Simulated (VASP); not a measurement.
# HfO2: single point with PBE

The system is HfO2.

```
Hf O
1.0
     0.00000   -2.54892   -2.54892
     0.00000    2.54892   -2.54892
     5.09784    0.00000    0.00000
Hf O
2 4
Cartesian
  2.5489 -0.1048 -2.5489
  0.0000 0.1048 0.0000
  3.5588 1.2745 -1.2752
  1.5391 -1.2745 -1.2737
  1.0099 1.2745 -1.2752
  4.0880 -1.2745 -1.2737
```

This cell differs from its parent crystal: atoms displaced along a vibrational mode.

```yaml
Program: VASP 6.6.1
Task: single point
Functional: PBE
Potentials_or_basis: VASP PAW PBE potentials, release 64 (Hf_pv, O)
Cutoff: 520 eV
k_mesh: 6 × 6 × 6
Occupations: gaussian, width 0.05 eV
Spin: no spin polarisation
```

The pressure is 4.2 GPa. The largest force is 1.148 eV/Å. The band gap on the k mesh is 4.46 eV (least direct gap 4.53 eV).

Forces in eV/Å, atoms in the order of the input:
```
Hf   0.000  1.148  0.000
Hf   0.000 -1.148  0.000
O    0.193 -0.629 -0.252
O   -0.193 -0.629  0.252
O    0.193  0.629 -0.252
O   -0.193  0.629  0.252
```

Stress tensor (GPa, compression positive):
```
10.25  0.00 -6.47
 0.00  1.27  0.00
-6.47  0.00  1.06
```

Levels at points of the mesh, in eV from the valence-band top:
```
           k point  band 20  band 21  band 22  band 23  band 24  band 25
(0.00, 0.00, 0.00)    -0.40    -0.33    -0.07     4.46     4.56     5.64
(0.50, 0.00, 0.00)    -1.49    -0.15    -0.10     4.86     4.89     5.68
(0.50, 0.50, 0.00)    -0.71    -0.65    -0.43     5.39     5.40     6.08
(0.00, 0.00, 0.50)    -0.80    -0.26    -0.26     5.21     5.21     5.57
(0.50, 0.00, 0.50)    -1.42    -1.13    -1.11     5.06     5.14     5.41
(0.50, 0.50, 0.50)    -1.60    -0.29    -0.29     5.68     5.68     6.21
```

It took 53 s on 1 thread of Intel(R) Xeon(R) 6975P-C (Granite Rapids), on a shared host, peak memory 0.25 GiB.

Caveat: the cell differs from its parent crystal (atoms displaced along a vibrational mode); the cell stands under pressure; spin-orbit coupling is left out, which moves the levels of the heavy elements; forces of over 1 eV/Å act on the atoms, so gaps and moduli don't describe the material at rest. A k mesh can miss the band edges.
